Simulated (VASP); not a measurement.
# Si2W (MoSi2 type) (I4/mmm) in VASP: a series of runs, part 3 of 3

VASP 6.6.1. Earlier steps stand in the parts before.

## (5) Single point, LDA

This run uses another cell than the first one, of 9.46 Å³/atom, 1.161 times its volume.

The input, INCAR:

```
  ALGO = Normal
  EDIFF = 1E-7
  ENCUT = 520
  GGA = CA
  ISIF = 2
  ISMEAR = -1
  LASPH = True
  LCHARG = True
  LELF = True
  LREAL = False
  LVHAR = True
  LWAVE = False
  NBANDS = 18
  NELM = 100
  PREC = Accurate
  SIGMA = 0.08
```

The input, KPOINTS:

```
k-points
0
Gamma
  14 14 14
```

The input, POSCAR:

```
Si2W
1.0
   -1.4133052739      1.4133052739      3.5525372885
    1.4133052739     -1.4133052739      3.5525372885
    1.4133052739      1.4133052739     -3.5525372885
W Si
1 2
Direct
    0.0000000000      0.0000000000      0.0000000000
    0.3302802986      0.3302802986      0.0000000000
   -0.3302802986     -0.3302802986      0.0000000000
```

Potentials or basis: VASP PAW LDA potentials, release 64 (W_sv, Si).

The run is started by

```
$ cat potpaw_LDA.64/W_sv/POTCAR potpaw_LDA.64/Si/POTCAR > POTCAR
$ mpirun -np 1 vasp_std > vasp.out
```

OUTCAR:

```text
EDIFF = 1E-7
   ENCUT = 520
   GGA = CA
   ISIF = 2
   ISMEAR = -1
   LASPH = True
   LREAL = False
   NELM = 100
   PREC = Accurate

 ion  position               nearest neighbor table
   1  0.000  0.000  0.000-   3 2.33   3 2.33   3 2.33   2 2.33   3 2.33   2 2.33   2 2.33   2 2.33
                             2 2.35   3 2.35
   2  0.330  0.330  0.000-   3 2.30   3 2.30   3 2.30   3 2.30   1 2.33   1 2.33   1 2.33   1 2.33
                             1 2.35   3 2.41
   3  0.670  0.670  0.000-   2 2.30   2 2.30   2 2.30   2 2.30   1 2.33   1 2.33   1 2.33   1 2.33
                             1 2.35   2 2.41

  LATTYP: Found a body centered tetragonal cell.
 ALAT       =     2.8266105478
 C/A-ratio  =     2.5136376083

  Lattice vectors:

 A1 = (  -1.4133052739,   1.4133052739,   3.5525372885)
 A2 = (   1.4133052739,  -1.4133052739,   3.5525372885)
 A3 = (   1.4133052739,   1.4133052739,  -3.5525372885)

Analysis of symmetry for initial positions (statically):
=====================================================================
 Subroutine PRICEL returns:
 Original cell was already a primitive cell.

 Routine SETGRP: Setting up the symmetry group for a
 body centered tetragonal supercell.

 Subroutine GETGRP returns: Found 16 space group operations
 (whereof 16 operations were pure point group operations)
 out of a pool of 16 trial point group operations.

The static configuration has the point symmetry D_4h.

Analysis of symmetry for dynamics (positions and initial velocities):
=====================================================================
 Subroutine PRICEL returns:
 Original cell was already a primitive cell.

 Routine SETGRP: Setting up the symmetry group for a
 body centered tetragonal supercell.

 Subroutine GETGRP returns: Found 16 space group operations
 (whereof 16 operations were pure point group operations)
 out of a pool of 16 trial point group operations.

The dynamic configuration has the point symmetry D_4h.

 Subroutine INISYM returns: Found 16 space group operations
 (whereof 16 operations are pure point group operations),
 and found     1 'primitive' translations

----------------------------------------------------------------------------------------

                                     Primitive cell

  volume of cell :      28.3838

  direct lattice vectors                    reciprocal lattice vectors
    -1.413305274  1.413305274  3.552537288     0.000000000  0.353780609  0.140744476
     1.413305274 -1.413305274  3.552537288     0.353780609  0.000000000  0.140744476
     1.413305274  1.413305274 -3.552537288     0.353780609  0.353780609  0.000000000

  length of vectors
     4.076197343  4.076197343  4.076197343     0.380748902  0.380748902  0.500321335

  position of ions in fractional coordinates (direct lattice)
     0.000000000  0.000000000  0.000000000
     0.330280299  0.330280299  0.000000000
     0.669719701  0.669719701  0.000000000

  ion indices of the primitive-cell ions
   primitive index   ion index
                 1           1
                 2           2
                 3           3

----------------------------------------------------------------------------------------

 KPOINTS: k-points

Automatic generation of k-mesh.
 Grid dimensions read from file:
 generate k-points for:   14   14   14

 Generating k-lattice:

  Cartesian coordinates                     Fractional coordinates (reciprocal lattice)
     0.000000000  0.025270043  0.010053177     0.071428571  0.000000000  0.000000000
     0.025270043  0.000000000  0.010053177     0.000000000  0.071428571  0.000000000
     0.025270043  0.025270043  0.000000000     0.000000000  0.000000000  0.071428571

  Length of vectors
     0.027196350  0.027196350  0.035737238

  Shift w.r.t. Gamma in fractional coordinates (k-lattice)
     0.000000000  0.000000000  0.000000000

 Subroutine IBZKPT returns following result:
 ===========================================

 Found    244 irreducible k-points:

 Following reciprocal coordinates:
            Coordinates               Weight
  0.000000  0.000000  0.000000      1.000000
  0.071429  0.000000  0.000000      8.000000
  0.142857  0.000000  0.000000      8.000000
  0.214286  0.000000  0.000000      8.000000
  0.285714  0.000000  0.000000      8.000000
  0.357143  0.000000  0.000000      8.000000
[... 16 lines left out ...]
  0.214286  0.142857  0.000000     16.000000
  0.285714  0.142857  0.000000     16.000000
 [... further k-points ...]
   k-points           NKPTS =    244   k-points in BZ     NKDIM =    244   number of bands    NBANDS=     18
   number of dos      NEDOS =    301   number of ions     NIONS =      3
   total plane-waves  NPLWV =  27000
   dimension x,y,z NGX =    30 NGY =   30 NGZ =   30
   dimension x,y,z NGXF=    60 NGYF=   60 NGZF=   60
   ions per type =               1   2
   NGX,Y,Z   is equivalent  to a cutoff of  12.24, 12.24, 12.24 a.u.
   NGXF,Y,Z  is equivalent  to a cutoff of  24.47, 24.47, 24.47 a.u.
 SYSTEM =  unknown system
   PREC   = accura    normal or accurate (medium, high low for compatibility)
   ISTART =      0    job   : 0-new  1-cont  2-samecut
   ICHARG =      2    charge: 1-file 2-atom 10-const
   ISPIN  =      1    spin polarized calculation?
   LNONCOLLINEAR =      F non collinear calculations
   LSORBIT =      F    spin-orbit coupling
   LASPH  =      T    aspherical Exc in radial PAW
   ENCUT  =  520.0 eV  38.22 Ry    6.18 a.u.   7.58  7.58  7.58*2*pi/ulx,y,z
   NELM   =    100;   NELMIN=  2; NELMDL= -5     # of ELM steps
   EDIFF  = 0.1E-06   stopping-criterion for ELM
   LREAL  =      F    real-space projection
   EDIFFG = 0.1E-05   stopping-criterion for IOM
   NSW    =      0    number of steps for IOM
   IBRION =     -1    ionic relax: 0-MD 1-quasi-New 2-CG
   NFREE  =      0    steps in history (QN), initial steepest desc. (CG)
   ISIF   =      2    stress and relaxation
   ISYM   =      2    0-nonsym 1-usesym 2-fastsym
   POTIM  = 0.5000    time-step for ionic-motion
   TEBEG  =    0.0;   TEEND  =   0.0 temperature during run
   PSTRESS=    0.0 pullay stress
   NELECT =      22.0000    total number of electrons
   NUPDOWN=      -1.0000    fix difference up-down
   EMIN   =  10.00;   EMAX   =-10.00  energy-range for DOS
   EFERMI =   0.00;   METHOD = LEGACY
   ISMEAR =    -1;   SIGMA  =   0.08  broadening in eV -4-tet -1-fermi 0-gaus
   EFERMI_NEDOS =   21; number of points for ismear=-14 and -15
   IALGO  =     38    algorithm
   IMIX   =      4    mixing-type and parameters
     AMIX     =   0.40;   BMIX     =  1.00
     AMIX_MAG =   1.60;   BMIX_MAG =  1.00
  volume/ion in A,a.u.               =       9.46        63.85
  Fermi-wavevector in a.u.,A,eV,Ry     =   1.503807  2.841784 30.768711  2.261436
  Thomas-Fermi vector in A             =   2.614869
   LORBIT       =      0    0 simple, 1 ext, 2 COOP (PROOUT), +10 PAW based schemes
   GGA     = CA    functional components
   LHFCALC =     F    Hartree Fock is set to
   AEXX    =    0.0000 exact exchange contribution
   IVDW    =     0    specifies the selected vdW correction
   LEPSILON=     F    determine dielectric tensor
   LRPA    =     F    only Hartree local field effects (RPA)
 non-spin polarized calculation
  energy-cutoff  :      520.00
  volume of cell :       28.38
 maximum number of plane-waves:       786
   NGX = 15   NGY = 15   NGZ = 15

 number of electron      22.0000000 magnetization

 Free energy of the ion-electron system (eV)
  ---------------------------------------------------
  ext. energy  EPLUGINS =         0.00000000
  ---------------------------------------------------
  free energy    TOTEN  =       -23.18477503 eV

  energy without entropy =      -23.18056883  energy(sigma->0) =      -23.18267193

 E-fermi :  17.8369     XC(G=0): -14.4167

 val. band max:       17.8031668332   @ k =  -0.3571   0.4286   0.3571
 cond. band min:      17.8579584149   @ k =  -0.3571   0.5000   0.3571
 fundamental gap:      0.0547915817
 Fermi energy:        17.8368785642

 k-point     1 :       0.0000    0.0000    0.0000
  band No.  band energies     occupation
      1     -54.9646      2.00000
      2     -20.0689      2.00000
      3     -19.5837      2.00000
      4     -19.5837      2.00000
      5       0.5759      2.00000
      6       8.3997      2.00000
[... 10 lines left out ...]
     17      25.7675      0.00000
     18      25.7675      0.00000
[... 463 lines left out ...]
 k-point    24 :       0.2857    0.1429    0.0000
  band No.  band energies     occupation
      1     -54.9236      2.00000
      2     -20.1288      2.00000
      3     -20.0122      2.00000
      4     -19.7006      2.00000
      5       3.2863      2.00000
      6       8.5230      2.00000
[... 10 lines left out ...]
     17      26.8105      0.00000
     18      28.7859      0.00000

 [... further k-points ...]
[... 5 lines left out ...]
  --------------------------------------------------------------------------------------
  -------------------------------------------------------------------------------------
  Total       28.1770608     28.1770608     28.2063085      0.0000000      0.0000000      0.0000000
  in kB     1590.5073322   1590.5073322   1592.1582773      0.0000000      0.0000000      0.0000000
  external PRESSURE =    1591.0576472 kB  Pullay stress =       0.0000000 kB

 VOLUME and BASIS-vectors are now :
 -----------------------------------------------------------------------------
  energy-cutoff  :      520.00
  volume of cell :       28.38
      direct lattice vectors                 reciprocal lattice vectors
    -1.413305274  1.413305274  3.552537288     0.000000000  0.353780609  0.140744476
     1.413305274 -1.413305274  3.552537288     0.353780609  0.000000000  0.140744476
     1.413305274  1.413305274 -3.552537288     0.353780609  0.353780609  0.000000000

 POSITION                                       TOTAL-FORCE (eV/Angst)
 -----------------------------------------------------------------------------------
      0.00000      0.00000      0.00000         0.000000      0.000000      0.000000
      0.00000      0.00000      2.34667        -0.000000     -0.000000     -0.037429
      0.00000      0.00000      4.75841        -0.000000     -0.000000      0.037429
 -----------------------------------------------------------------------------------
    total drift:                               -0.000000      0.000000     -0.000000

  FREE ENERGIE OF THE ION-ELECTRON SYSTEM (eV)
  ---------------------------------------------------
  free  energy   TOTEN  =       -23.1847750342 eV

  energy  without entropy=      -23.1805688253  energy(sigma->0) =      -23.18267193
```

stdout:

```text
POSCAR found type information on POSCAR W Si
 POSCAR found :  2 types and       3 ions
 scaLAPACK will be used
 LDA part: xc-table for (Slater(with rela. corr.)+CA(PZ))
 , standard interpolation
 POSCAR, INCAR and KPOINTS ok, starting setup
 FFT: planning ... GRIDC
 FFT: planning ... GRID_SOFT
 FFT: planning ... GRID
 WAVECAR not read
 entering main loop
```

Run time: 73 s. Hardware: 1 thread of AMD EPYC 9R45 (Zen 5), shared host; peak memory 0.22 GiB.

Results:

| Property | Result |
| --- | --- |
| Free energy | -23.1848 eV |
| Pressure | 159.1 GPa |
| Largest force | 0.037 eV/Å |
| Band gap on the k mesh | zero (band 11 reaches 19.25 eV, above the bottom of band 12 at 17.11 eV) |

Forces on the atoms (eV/Å):
```
W    0.000  0.000  0.000
Si   0.000  0.000 -0.037
Si   0.000  0.000  0.037
```

Caveat: spin-orbit coupling is left out, which moves the levels of the heavy elements.
